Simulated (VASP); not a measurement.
Set up this calculation in VASP 6.6.1, as the native input.

| Item | Value |
| --- | --- |
| Task | single point |
| Functional | PBE |
| Potentials or basis | VASP PAW PBE potentials, release 64 (Cu) |
| Cutoff | 520 eV |
| k mesh | 22 × 22 × 22 |
| Occupations | gaussian, width 0.15 eV |
| Spin | no spin polarisation |
| Dipole correction | no |
| Further INCAR settings | ALGO = Normal; EDIFF = 1e-06; NBANDS = 12 |

The structure of Cu lies in POSCAR:

```
Cu
1.0
    0.0000000000      1.7171250000      1.8075000000
    1.7171250000      0.0000000000      1.8075000000
    1.7171250000      1.7171250000      0.0000000000
Cu
1
Direct
    0.0000000000      0.0000000000      0.0000000000
```

This cell differs from its parent crystal: strain -0.050 along x and y, +0.000 along z.

One way to write it, as run:

INCAR

```
SYSTEM = Cu
ALGO = Normal
EDIFF = 1E-6
ENCUT = 520
GGA = PE
ISIF = 2
ISMEAR = 0
LASPH = .TRUE.
LCHARG = .FALSE.
LREAL = .FALSE.
LWAVE = .FALSE.
NBANDS = 12
NELM = 80
PREC = Accurate
SIGMA = 0.15
```

KPOINTS

```
k-points
0
G
  22 22 22
  0 0 0
```

Potentials or basis: VASP PAW PBE potentials, release 64 (Cu).

Command:

```bash
$ cat potpaw_PBE.64/Cu/POTCAR > POTCAR
$ mpirun -np 1 vasp_std > vasp.out
```

It gave:

- Pressure: 22.3 GPa
- Band gap on the k mesh: zero (an odd number of electrons rules out a gap without spin polarisation)

Caveat: the cell differs from its parent crystal (strain -0.050 along x and y, +0.000 along z); the cell stands under pressure.

It took 2.7 min on 1 thread of AMD EPYC 7R13 (shared host), peak memory 0.18 GiB.
